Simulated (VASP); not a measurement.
Here is a VASP 6.6.1 calculation.

INCAR

```
  PREC = Accurate
  ENCUT = 520
  EDIFF = 1E-6
  ISMEAR = 0
  SIGMA = 0.15
  LREAL = F
  LASPH = T
  NELM = 60
  ALGO = Fast
  ISIF = 2
  LWAVE = F
  LCHARG = F
  GGA = PS
  NBANDS = 42
```

File KPOINTS:

```
Automatic mesh
0
Gamma
  14 14 5
```

Contents of POSCAR:

```
Au
1.0
   -3.3145380000      0.0000000000      0.0000000000
    0.0000000000     -3.3145380000      0.0000000000
   -1.1048460000     -1.1048460000      9.9436140000
Au
6
Direct
    0.4722277778      0.4722277778      0.0833166667
   -0.3055500000     -0.3055500000      0.9166500000
    0.3611166667      0.3611166667      0.4166500000
   -0.0833277778     -0.0833277778      0.2499833333
    0.2500055556      0.2500055556      0.7499833333
   -0.1944388889     -0.1944388889      0.5833166667
```

Potentials or basis: VASP PAW PBE potentials, release 64 (Au).

Run with:

```bash
$ cat potpaw_PBE.64/Au/POTCAR > POTCAR
$ mpirun -np 1 vasp_std > vasp.out
```

Predict the pressure.

26.5 GPa.

What does it give for the band gap on the k mesh?

Zero (bands 33 and 34 overlap by 2.74 eV).

Stress tensor (GPa, compression positive):
```
 1.74  9.84 27.98
 9.84  1.74 27.98
27.98 27.98 76.16
```

Caveat: the cell differs from its parent crystal (layers slid over each other); atoms lie so close that the PAW spheres overlap strongly, which falsifies energies and pressures; the cell stands under pressure; the PAW data sets were made with another functional, which shifts forces and pressure a little; spin-orbit coupling is left out, which moves the levels of the heavy elements.
